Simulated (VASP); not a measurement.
The system is TiAl2.

```
Ti Al
1.0
     1.97955   -6.04720    0.00000
     1.97955    6.04720    0.00000
     0.00000    0.00000    4.03150
Ti Al
2 4
Direct
  0.64900 0.35100 0.00000
  0.35100 0.64900 0.00000
  0.00000 0.00000 0.00000
  0.82400 0.17600 0.50000
  0.17600 0.82400 0.50000
  0.50000 0.50000 0.50000
```

Base run:

- Program: VASP 6.6.1
- Functional: PBEsol
- Potentials or basis: VASP PAW PBE potentials, release 64 (Ti_sv, Al)
- Cutoff: 520 eV
- k mesh: 10 × 10 × 10
- Occupations: fermi-dirac, width 0.5 eV
- Spin: no spin polarisation

Its results: band gap on the k mesh zero (bands 18 and 19 overlap by 1.06 eV); pressure 0.1 GPa; largest force 0.819 eV/Å.

Q: The run is repeated on the same cell with these changes: occupations from fermi-dirac, width 0.5 eV to methfessel-paxton, width 0.1 eV; further incar settings from ALGO = Fast; EDIFF = 1e-06; NBANDS = 27 to ALGO = Fast; EDIFF = 1e-07; NBANDS = 27. What comes out?

A: Band gap on the k mesh zero (bands 18 and 19 overlap by 1.05 eV); pressure -2.7 GPa; largest force 0.863 eV/Å.

Caveats: the PAW data sets were made with another functional, which shifts forces and pressure a little; so wide a smearing shifts energies and pressures (at least some runs).
